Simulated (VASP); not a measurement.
The system is Sc.

```
Sc
1.0
    -1.77128    1.77128    1.77128
     1.77128   -1.77128    1.77128
     1.77128    1.77128   -1.77128
Sc
1
Cartesian
  0.0000 0.0000 0.0000
```

This isn't the form of Sc at room conditions, which is hcp.

- Program: VASP 6.6.1
- Task: relaxation of cell and atoms
- Functional: PBE
- Potentials or basis: VASP PAW PBE potentials, release 64 (Sc_sv)
- Cutoff: 500 eV
- k mesh: 13 × 13 × 13
- Occupations: fermi-dirac, width 0.05 eV
- Spin: no spin polarisation

At the start: pressure 7.2 GPa; volume 22.23 Å³/atom.

Question: Where does the relaxation end?

Answer: Over 3 steps the energy falls by 55.1 meV/atom and the volume is 24.86 Å³/atom (+11.9 %); space group Im-3m (No. 229, to 0.1 Å) before and after.

Step by step:
| step | energy change (eV) | largest force (eV/Å) | pressure (GPa) | volume (Å³) |
| --- | --- | --- | --- | --- |
| 1 | 0.0000 | 0.0000 | 7.21 | 22.23 |
| 2 | -0.0517 | 0.0000 | -1.49 | 25.61 |
| 3 | -0.0551 | 0.0000 | 0.02 | 24.86 |

Final structure:
```yaml
crystal:
  lattice:
    - [-1.83865, 1.83865, 1.83865]
    - [1.83865, -1.83865, 1.83865]
    - [1.83865, 1.83865, -1.83865]
  atoms:
    - { symbol: Sc, position: [0.00000, 0.00000, 0.00000] }
```
